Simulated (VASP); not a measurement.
MgO: single point with PBE

The system is MgO.

```
CELL_PARAMETERS angstrom
0.00000 2.35139 2.35139
2.35139 0.00000 2.35139
2.35139 2.35139 0.00000
ATOMIC_POSITIONS crystal
Mg 0.50000 0.50000 0.50000
O 0.75000 0.75000 0.75000
```

```yaml
Program: VASP 6.6.1
Task: single point
Functional: PBE
Potentials_or_basis: VASP PAW PBE potentials, release 64 (Mg, O)
Cutoff: 520 eV
k_mesh: 10 × 10 × 10
Occupations: fermi-dirac, width 0.05 eV
Spin: no spin polarisation
```

```
Pressure               : -6.3 GPa
Band gap on the k mesh : 3.15 eV, direct
```

Levels at points of the mesh, in eV from the valence-band top:
| k point | band 1 | band 2 | band 3 | band 4 | band 5 | band 6 | band 7 | band 8 | band 9 |
| --- | --- | --- | --- | --- | --- | --- | --- | --- | --- |
| (0.00, 0.00, 0.00) | -15.66 | 0.00 | 0.00 | 0.00 | 3.15 | 15.84 | 15.84 | 15.84 | 19.42 |
| (0.50, 0.00, 0.00) | -15.11 | -2.81 | -0.18 | -0.18 | 8.15 | 9.02 | 13.95 | 13.95 | 18.50 |
| (0.50, 0.50, 0.00) | -14.94 | -2.32 | -0.70 | -0.70 | 6.04 | 11.08 | 12.86 | 15.62 | 15.62 |

Run time: 21 s on 1 thread of Intel(R) Xeon(R) Platinum 8488C (Sapphire Rapids), on a shared host, peak memory 0.16 GiB.

A hybrid or GW would open this gap; PBE tends to underestimate it.
